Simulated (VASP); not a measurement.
SrO, 2 atoms in the cell. Symmetry: Fm-3m, No. 225, cubic system. The conventional cell has a = 5.160 Å, b = 5.160 Å, c = 5.160 Å, α = 90.00°, β = 90.00°, γ = 90.00°. Sr (site symmetry m-3m) has 6 O at 2.58 Å within 3.4 Å. O (site symmetry m-3m) has 6 Sr at 2.58 Å within 3.4 Å.  This cell differs from its parent crystal: volume scaled by 0.980.

* Program: VASP 6.6.1
* Task: single point
* Functional: PBE
* Potentials or basis: VASP PAW PBE potentials, release 64 (Sr_sv, O)
* Cutoff: 520 eV
* k mesh: 12 × 12 × 12
* Occupations: gaussian, width 0.05 eV
* Spin: no spin polarisation
* Dipole correction: no
* Further INCAR settings: ALGO = Normal; EDIFF = 1e-06; NBANDS = 15

Potentials or basis: VASP PAW PBE potentials, release 64 (Sr_sv, O).

Launch:

```sh
$ cat potpaw_PBE.64/Sr_sv/POTCAR potpaw_PBE.64/O/POTCAR > POTCAR
$ mpirun -np 1 vasp_std > vasp.out
```

Hardware: 1 thread of AMD EPYC 7R13, on a shared host.

**Question.** How long does it take, and how much memory?

**Answer.** It took 80 s on 1 thread of AMD EPYC 7R13, with other jobs on the host, peak memory 0.15 GiB. Counts: scf iterations 13, k points 72.
